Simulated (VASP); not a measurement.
# SnO (P6_3mc) in VASP: settings compared

The runs below take SnO through single point, with LDA, PBE.

Program: VASP 6.6.1. These are calculated values, not measurements. Logs are shortened: lines on timing, memory, paths and dates and some standing lists are left out, and cuts for length are marked.

## (1) The cell of the first run

It takes space group P6_3mc (No. 186, hexagonal). The conventional cell has a = 3.260 Å, b = 3.260 Å, c = 8.134 Å, α = 90.00°, β = 90.00°, γ = 120.00°. Sn (site symmetry 3m) has 4 O at 2.17 to 2.99 Å within 3.0 Å. Within 3.0 Å of O (site symmetry 3m) lie 4 Sn at 2.17 to 2.99 Å.

## (2) Single point, LDA

The input, INCAR:

```
  PREC = Accurate
  ENCUT = 1340
  EDIFF = 1E-6
  ISMEAR = -1
  SIGMA = 0.02
  LREAL = F
  LASPH = T
  NELM = 120
  ALGO = Normal
  ISIF = 2
  LWAVE = F
  LCHARG = F
  GGA = CA
  NBANDS = 28
  GGA_COMPAT = F
```

The input, KPOINTS:

```
regular mesh
0
Gamma
  12 12 4
```

The input, POSCAR:

```
SnO
1.0
    3.2597143810      0.0000000000      0.0000000000
   -1.6298571905      2.8229954630      0.0000000000
    0.0000000000      0.0000000000      8.1343083493
Sn O
2 2
Direct
    0.3333333333      0.6666666667      0.0034209182
    0.6666666667      0.3333333333      0.5034209182
    0.3333333333      0.6666666667      0.3715790818
    0.6666666667      0.3333333333      0.8715790818
```

Potentials or basis: VASP PAW LDA potentials, release 64 (Sn_d, O_h).

On the command line:

```
$ cat potpaw_LDA.64/Sn_d/POTCAR potpaw_LDA.64/O_h/POTCAR > POTCAR
$ mpirun -np 1 vasp_std > vasp.out
```

OUTCAR:

```text
PREC = Accurate
   ENCUT = 1340
   EDIFF = 1E-6
   ISMEAR = -1
   LREAL = F
   LASPH = T
   NELM = 120
   ISIF = 2
   GGA = CA

 ion  position               nearest neighbor table
   1  0.333  0.667  0.003-   4 2.17   4 2.17   4 2.17
   2  0.667  0.333  0.503-   3 2.17   3 2.17   3 2.17
   3  0.333  0.667  0.372-   2 2.17   2 2.17   2 2.17
   4  0.667  0.333  0.872-   1 2.17   1 2.17   1 2.17

  LATTYP: Found a hexagonal cell.
 ALAT       =     3.2597143810
 C/A-ratio  =     2.4954052406

  Lattice vectors:

 A1 = (   3.2597143810,   0.0000000000,   0.0000000000)
 A2 = (  -1.6298571905,   2.8229954630,   0.0000000000)
 A3 = (   0.0000000000,   0.0000000000,   8.1343083493)

Analysis of symmetry for initial positions (statically):
=====================================================================
 Subroutine PRICEL returns:
 Original cell was already a primitive cell.

 Routine SETGRP: Setting up the symmetry group for a
 hexagonal supercell.

 Subroutine GETGRP returns: Found 12 space group operations
 (whereof  6 operations were pure point group operations)
 out of a pool of 24 trial point group operations.

The static configuration has the point symmetry C_3v.
 The point group associated with its full space group is C_6v.

Analysis of symmetry for dynamics (positions and initial velocities):
=====================================================================
 Subroutine PRICEL returns:
 Original cell was already a primitive cell.

 Routine SETGRP: Setting up the symmetry group for a
 hexagonal supercell.

 Subroutine GETGRP returns: Found 12 space group operations
 (whereof  6 operations were pure point group operations)
 out of a pool of 24 trial point group operations.

The dynamic configuration has the point symmetry C_3v.
 The point group associated with its full space group is C_6v.

 Subroutine INISYM returns: Found 12 space group operations
 (whereof  6 operations are pure point group operations),
 and found     1 'primitive' translations

----------------------------------------------------------------------------------------

                                     Primitive cell

  volume of cell :      74.8532

  direct lattice vectors                    reciprocal lattice vectors
     3.259714381  0.000000000  0.000000000     0.306775344  0.177116827  0.000000000
    -1.629857191  2.822995463  0.000000000     0.000000000  0.354233655  0.000000000
     0.000000000  0.000000000  8.134308349     0.000000000  0.000000000  0.122936082

  length of vectors
     3.259714381  3.259714381  8.134308349     0.354233655  0.354233655  0.122936082

  position of ions in fractional coordinates (direct lattice)
     0.333333333  0.666666667  0.003420918
     0.666666667  0.333333333  0.503420918
     0.333333333  0.666666667  0.371579082
     0.666666667  0.333333333  0.871579082

  ion indices of the primitive-cell ions
   primitive index   ion index
                 1           1
                 2           2
                 3           3
                 4           4

----------------------------------------------------------------------------------------

 KPOINTS: regular mesh

Automatic generation of k-mesh.
 Grid dimensions read from file:
 generate k-points for:   12   12    4

 Generating k-lattice:

  Cartesian coordinates                     Fractional coordinates (reciprocal lattice)
     0.025564612  0.014759736  0.000000000     0.083333333  0.000000000  0.000000000
     0.000000000  0.029519471  0.000000000     0.000000000  0.083333333  0.000000000
     0.000000000  0.000000000  0.030734021     0.000000000  0.000000000  0.250000000

  Length of vectors
     0.029519471  0.029519471  0.030734021

  Shift w.r.t. Gamma in fractional coordinates (k-lattice)
     0.000000000  0.000000000  0.000000000

 Subroutine IBZKPT returns following result:
 ===========================================

 Found     57 irreducible k-points:

 Following reciprocal coordinates:
            Coordinates               Weight
  0.000000  0.000000  0.000000      1.000000
  0.083333  0.000000  0.000000      6.000000
  0.166667  0.000000  0.000000      6.000000
  0.250000  0.000000  0.000000      6.000000
  0.333333  0.000000  0.000000      6.000000
  0.416667  0.000000  0.000000      6.000000
[... 16 lines left out ...]
  0.250000  0.000000  0.250000     12.000000
  0.333333  0.000000  0.250000     12.000000
 [... further k-points ...]
   k-points           NKPTS =     57   k-points in BZ     NKDIM =     57   number of bands    NBANDS=     28
   number of dos      NEDOS =    301   number of ions     NIONS =      4
   total plane-waves  NPLWV = 156800
   dimension x,y,z NGX =    40 NGY =   40 NGZ =   98
   dimension x,y,z NGXF=    80 NGYF=   80 NGZF=  196
   ions per type =               2   2
   NGX,Y,Z   is equivalent  to a cutoff of  20.40, 20.40, 20.03 a.u.
   NGXF,Y,Z  is equivalent  to a cutoff of  40.80, 40.80, 40.06 a.u.
 SYSTEM =  unknown system
   PREC   = accura    normal or accurate (medium, high low for compatibility)
   ISTART =      0    job   : 0-new  1-cont  2-samecut
   ICHARG =      2    charge: 1-file 2-atom 10-const
   ISPIN  =      1    spin polarized calculation?
   LNONCOLLINEAR =      F non collinear calculations
   LSORBIT =      F    spin-orbit coupling
   LASPH  =      T    aspherical Exc in radial PAW
   ENCUT  = 1340.0 eV  98.49 Ry    9.92 a.u.   9.73  9.73 24.28*2*pi/ulx,y,z
   NELM   =    120;   NELMIN=  2; NELMDL= -5     # of ELM steps
   EDIFF  = 0.1E-05   stopping-criterion for ELM
   LREAL  =      F    real-space projection
[... 7 lines left out ...]
   TEBEG  =    0.0;   TEEND  =   0.0 temperature during run
   PSTRESS=    0.0 pullay stress
   NELECT =      40.0000    total number of electrons
   NUPDOWN=      -1.0000    fix difference up-down
   EMIN   =  10.00;   EMAX   =-10.00  energy-range for DOS
   EFERMI =   0.00;   METHOD = LEGACY
   ISMEAR =    -1;   SIGMA  =   0.02  broadening in eV -4-tet -1-fermi 0-gaus
   EFERMI_NEDOS =   21; number of points for ismear=-14 and -15
   IALGO  =     38    algorithm
   IMIX   =      4    mixing-type and parameters
     AMIX     =   0.40;   BMIX     =  1.00
     AMIX_MAG =   1.60;   BMIX_MAG =  1.00
  volume/ion in A,a.u.               =      18.71       126.28
  Fermi-wavevector in a.u.,A,eV,Ry     =   1.328489  2.510481 24.012700  1.764884
  Thomas-Fermi vector in A             =   2.457723
   LORBIT       =      0    0 simple, 1 ext, 2 COOP (PROOUT), +10 PAW based schemes
   GGA     = CA    functional components
   LHFCALC =     F    Hartree Fock is set to
   AEXX    =    0.0000 exact exchange contribution
   IVDW    =     0    specifies the selected vdW correction
   LEPSILON=     F    determine dielectric tensor
   LRPA    =     F    only Hartree local field effects (RPA)
 non-spin polarized calculation
  energy-cutoff  :     1340.00
  volume of cell :       74.85
 maximum number of plane-waves:      8376
 NGX is ok and might be reduce to    40
   NGX = 19   NGY = 19   NGZ = 49

 number of electron      40.0000001 magnetization

 Free energy of the ion-electron system (eV)
  ---------------------------------------------------
  ext. energy  EPLUGINS =         0.00000000
  ---------------------------------------------------
  free energy    TOTEN  =       -24.20782032 eV

  energy without entropy =      -24.20782032  energy(sigma->0) =      -24.20782032

 E-fermi :   6.0471     XC(G=0): -10.2859

 val. band max:        5.6073109462   @ k =   0.3333   0.2500   0.0000
 cond. band min:       6.4997429465   @ k =   0.5000   0.0000   0.0000
 fundamental gap:      0.8924320003
 Fermi energy:         6.0470544103

 k-point     1 :       0.0000    0.0000    0.0000
  band No.  band energies     occupation
      1     -15.4438      2.00000
      2     -15.4438      2.00000
      3     -15.4433      2.00000
      4     -15.4433      2.00000
      5     -15.4363      2.00000
      6     -15.4200      2.00000
[... 20 lines left out ...]
     27      14.2581      0.00000
     28      18.1995      0.00000

 k-point     2 :       0.0833    0.0000    0.0000
  band No.  band energies     occupation
      1     -15.4942      2.00000
      2     -15.4842      2.00000
      3     -15.4297      2.00000
      4     -15.4292      2.00000
      5     -15.3990      2.00000
      6     -15.3931      2.00000
[... 20 lines left out ...]
     27      14.1436      0.00000
     28      17.8596      0.00000

 k-point     3 :       0.1667    0.0000    0.0000
  band No.  band energies     occupation
      1     -15.5759      2.00000
      2     -15.5641      2.00000
      3     -15.3913      2.00000
      4     -15.3907      2.00000
      5     -15.3627      2.00000
      6     -15.3559      2.00000
[... 20 lines left out ...]
     27      14.0399      0.00000
     28      16.5983      0.00000

 k-point     4 :       0.2500    0.0000    0.0000
  band No.  band energies     occupation
      1     -15.6753      2.00000
      2     -15.6650      2.00000
      3     -15.3574      2.00000
      4     -15.3494      2.00000
      5     -15.3408      2.00000
      6     -15.3397      2.00000
[... 20 lines left out ...]
     27      13.8785      0.00000
     28      15.5872      0.00000

 k-point     5 :       0.3333    0.0000    0.0000
  band No.  band energies     occupation
      1     -15.7671      2.00000
      2     -15.7593      2.00000
      3     -15.3792      2.00000
      4     -15.3727      2.00000
      5     -15.3021      2.00000
      6     -15.2989      2.00000
[... 20 lines left out ...]
     27      13.5608      0.00000
     28      14.9830      0.00000

 k-point     6 :       0.4167    0.0000    0.0000
  band No.  band energies     occupation
      1     -15.8299      2.00000
      2     -15.8246      2.00000
      3     -15.3969      2.00000
      4     -15.3908      2.00000
      5     -15.2931      2.00000
      6     -15.2880      2.00000
[... 463 lines left out ...]
      5     -15.3983      2.00000
      6     -15.3941      2.00000
[... 20 lines left out ...]
     27      14.5592      0.00000
     28      17.2566      0.00000

 k-point    22 :       0.1667    0.0000    0.2500
  band No.  band energies     occupation
      1     -15.5742      2.00000
      2     -15.5659      2.00000
      3     -15.3912      2.00000
      4     -15.3908      2.00000
      5     -15.3619      2.00000
      6     -15.3571      2.00000
[... 20 lines left out ...]
     27      14.5023      0.00000
     28      16.5788      0.00000

 k-point    23 :       0.2500    0.0000    0.2500
  band No.  band energies     occupation
      1     -15.6739      2.00000
      2     -15.6666      2.00000
      3     -15.3565      2.00000
      4     -15.3508      2.00000
      5     -15.3406      2.00000
      6     -15.3398      2.00000
[... 20 lines left out ...]
     27      14.2708      0.00000
     28      15.6411      0.00000

 k-point    24 :       0.3333    0.0000    0.2500
  band No.  band energies     occupation
      1     -15.7660      2.00000
      2     -15.7605      2.00000
      3     -15.3783      2.00000
      4     -15.3738      2.00000
      5     -15.3016      2.00000
      6     -15.2994      2.00000
[... 20 lines left out ...]
     27      13.7868      0.00000
     28      14.8654      0.00000

 [... further k-points ...]
[... 5 lines left out ...]
  --------------------------------------------------------------------------------------
  -------------------------------------------------------------------------------------
  Total        0.0892236      0.0892236      0.0846721      0.0000000     -0.0000000      0.0000000
  in kB        1.9097659      1.9097659      1.8123426      0.0000000     -0.0000000      0.0000000
  external PRESSURE =       1.8772915 kB  Pullay stress =       0.0000000 kB

 VOLUME and BASIS-vectors are now :
 -----------------------------------------------------------------------------
  energy-cutoff  :     1340.00
  volume of cell :       74.85
      direct lattice vectors                 reciprocal lattice vectors
     3.259714381  0.000000000  0.000000000     0.306775344  0.177116827  0.000000000
    -1.629857191  2.822995463  0.000000000     0.000000000  0.354233655  0.000000000
     0.000000000  0.000000000  8.134308349     0.000000000  0.000000000  0.122936082

 POSITION                                       TOTAL-FORCE (eV/Angst)
 -----------------------------------------------------------------------------------
     -0.00000      1.88200      0.02783         0.000000      0.000000      0.074087
      1.62986      0.94100      4.09498        -0.000000     -0.000000      0.074087
     -0.00000      1.88200      3.02254         0.000000      0.000000     -0.074087
      1.62986      0.94100      7.08969        -0.000000     -0.000000     -0.074087
 -----------------------------------------------------------------------------------
    total drift:                               -0.000000      0.000000      0.000429

  FREE ENERGIE OF THE ION-ELECTRON SYSTEM (eV)
  ---------------------------------------------------
  free  energy   TOTEN  =       -24.2078203187 eV

  energy  without entropy=      -24.2078203187  energy(sigma->0) =      -24.20782032
```

It took 6.1 min on 1 thread of Intel Xeon Platinum 8259CL at 2.50GHz (Skylake/Cascade Lake), shared host; peak memory 0.59 GiB.

What came out:

```
Free energy            : -24.2078 eV
Pressure               : 0.2 GPa
Largest force          : 0.074 eV/Å
Band gap on the k mesh : 0.89 eV (least direct gap 1.08 eV)
```

Forces in eV/Å, atoms in the order of the input:
```
Sn   0.000  0.000  0.074
Sn   0.000  0.000  0.074
O    0.000  0.000 -0.074
O    0.000  0.000 -0.074
```

Levels at points of the mesh, in eV from the valence-band top:
```tsv
k point	band 16	band 17	band 18	band 19	band 20	band 21	band 22	band 23	band 24	band 25
(0.00, 0.00, 0.00)	-2.95	-2.95	-2.90	-2.90	-0.95	1.21	3.03	8.43	8.43	8.48
(0.50, 0.00, 0.00)	-4.08	-3.80	-3.67	-1.26	-0.19	0.89	1.28	5.17	6.24	6.86
(0.00, 0.00, 0.50)	-2.93	-2.93	-2.93	-2.06	-2.06	2.18	2.18	8.53	8.53	8.53
(0.50, 0.00, 0.50)	-4.37	-3.74	-3.74	-0.99	-0.99	1.38	1.38	5.58	5.58	7.14
```

Caveat: the structure was generated, so it needn't be the stable form of SnO; spin-orbit coupling is left out, which moves the levels of the heavy elements. A k mesh can miss the band edges.

## (3) Single point, PBE

This run uses another cell than the first one, of 22.48 Å³/atom.

The input, INCAR:

```
SYSTEM = SnO
ALGO     = Normal         ! electronic algorithm
EDIFF    = 1E-6           ! SCF threshold, eV
ENCUT    = 1340           ! plane-wave cutoff, eV
GGA      = PE             ! functional
GGA_COMPAT= .False.      
ISIF     = 2              ! what is computed and relaxed
ISMEAR   = -1             ! smearing method
LASPH    = .True.         ! aspherical terms in the spheres
LCHARG   = .False.        ! write CHGCAR
LREAL    = .False.        ! projectors in reciprocal space
LWAVE    = .False.        ! write WAVECAR
NBANDS   = 28             ! bands
NELM     = 120            ! most SCF steps
PREC     = Accurate       ! precision mode
SIGMA    = 0.02           ! smearing width, eV
```

The input, KPOINTS:

```
k-points
0
Gamma
  12 12 4
  0 0 0
```

The input, POSCAR:

```
SnO
1.0
    3.3612593703      0.0000000000      0.0000000000
   -1.6806296852      2.9109360034      0.0000000000
    0.0000000000      0.0000000000      9.1916329801
Sn O
2 2
Direct
    0.3333333333      0.6666666667     -0.0059446238
    0.6666666667      0.3333333333      0.4940553762
    0.3333333333      0.6666666667      0.3809446238
    0.6666666667      0.3333333333      0.8809446238
```

Potentials or basis: VASP PAW PBE potentials, release 64 (Sn_d, O_h).

On the command line:

```
$ cat potpaw_PBE.64/Sn_d/POTCAR potpaw_PBE.64/O_h/POTCAR > POTCAR
$ mpirun -np 1 vasp_std > vasp.out
```

Run time: 5.8 min. Hardware: 1 thread of Intel Xeon Platinum 8488C (Sapphire Rapids), shared host; peak memory 0.73 GiB.

It converged, with:

```yaml
Free_energy: -21.4912 eV
Pressure: 0.1 GPa
Largest_force: 0.057 eV/Å
Band_gap_on_the_k_mesh: 1.43 eV (least direct gap 1.69 eV)
```

Forces on the atoms (eV/Å):
```
Sn   0.000  0.000  0.057
Sn   0.000  0.000  0.057
O    0.000  0.000 -0.057
O    0.000  0.000 -0.057
```

Levels at points of the mesh, in eV from the valence-band top:
```
           k point  band 16  band 17  band 18  band 19  band 20  band 21  band 22  band 23  band 24  band 25
(0.00, 0.00, 0.00)    -2.44    -2.42    -2.42    -1.94    -0.86     1.43     2.71     7.66     8.26     8.26
(0.50, 0.00, 0.00)    -3.37    -3.21    -3.17    -0.75    -0.18     1.52     1.64     5.30     5.99     7.13
(0.00, 0.00, 0.50)    -2.43    -2.43    -2.43    -1.44    -1.44     2.08     2.08     8.30     8.30     8.30
(0.50, 0.00, 0.50)    -3.52    -3.19    -3.19    -0.52    -0.52     1.66     1.66     5.60     5.60     7.25
```

Caveat: the structure was generated, so it needn't be the stable form of SnO; spin-orbit coupling is left out, which moves the levels of the heavy elements.
